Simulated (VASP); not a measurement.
Wanted: the native input for a VASP 6.6.1 run.

* Task: relaxation of cell and atoms
* Functional: r2SCAN
* Potentials or basis: VASP PAW PBE potentials, release 64 (Se)
* Cutoff: 600 eV
* k mesh: 7 × 7 × 7
* Occupations: fermi-dirac, width 0.02 eV
* Spin: no spin polarisation
* Dipole correction: no
* Further INCAR settings: ALGO = Normal; EDIFF = 1e-06; IBRION = 2; EDIFFG = -0.02; NSW = 80; ISIF = 3

Se:

```
CELL_PARAMETERS angstrom
0.00000 3.01000 3.01000
3.01000 0.00000 3.01000
3.01000 3.01000 0.00000
ATOMIC_POSITIONS crystal
Se 0.00000 0.00000 0.00000
Se 0.25000 0.25000 0.25000
```

This isn't the form of Se at room conditions, which is trigonal, of chains.

One way to write it, as run:

POSCAR

```
Se
1.0
    0.0000000000      3.0100000000      3.0100000000
    3.0100000000      0.0000000000      3.0100000000
    3.0100000000      3.0100000000      0.0000000000
Se
2
Direct
    0.0000000000      0.0000000000      0.0000000000
    0.2500000000      0.2500000000      0.2500000000
```

INCAR.step1

```
SYSTEM = Se
PREC = Accurate
ENCUT = 600
ISMEAR = -1
SIGMA = 0.02
LREAL = .FALSE.
LASPH = .TRUE.
NELM = 60
GGA = PE
ALGO = Normal
EDIFF = 1E-4
LWAVE = .TRUE.
LCHARG = .FALSE.
```

INCAR.step2

```
SYSTEM = Se
PREC = Accurate
ENCUT = 600
EDIFF = 1E-6
ISMEAR = -1
SIGMA = 0.02
LREAL = .FALSE.
LASPH = .TRUE.
NELM = 60
ALGO = Normal
ISIF = 3
LWAVE = .FALSE.
LCHARG = .FALSE.
METAGGA = R2SCAN
LMIXTAU = .TRUE.
IBRION = 2
NSW = 80
EDIFFG = -0.02
ISTART = 1
```

KPOINTS

```
Automatic mesh
0
G
  7 7 7
  0 0 0
```

Potentials or basis: VASP PAW PBE potentials, release 64 (Se).

Run with:

```sh
$ cat potpaw_PBE.64/Se/POTCAR > POTCAR
$ cp INCAR.step1 INCAR
$ mpirun -np 1 vasp_std > vasp.out
$ cp INCAR.step2 INCAR
$ mpirun -np 1 vasp_std > vasp.out
```

It gave:

```yaml
Relaxed_volume: 30.94 Å³/atom
Relaxed_cell: a = 4.440 Å, b = 4.440 Å, c = 4.440 Å, α = 60.00°, β = 60.00°, γ = 60.00°
Space_group_after_relaxing_to_0.1_Å: Fd-3m (No. 227)
Energy_gained_by_relaxing: 73.4 meV/atom
Ionic_steps: 3
Pressure_after_relaxing: 0.0 GPa
Band_gap_on_the_k_mesh: zero (bands 6 and 7 overlap by 1.10 eV)
```

Caveat: the PAW data sets were made with another functional, which shifts forces and pressure a little.

Wall time 63 s on 1 thread of Intel(R) Xeon(R) 6975P-C (Granite Rapids), with other jobs on the host, peak memory 0.22 GiB.
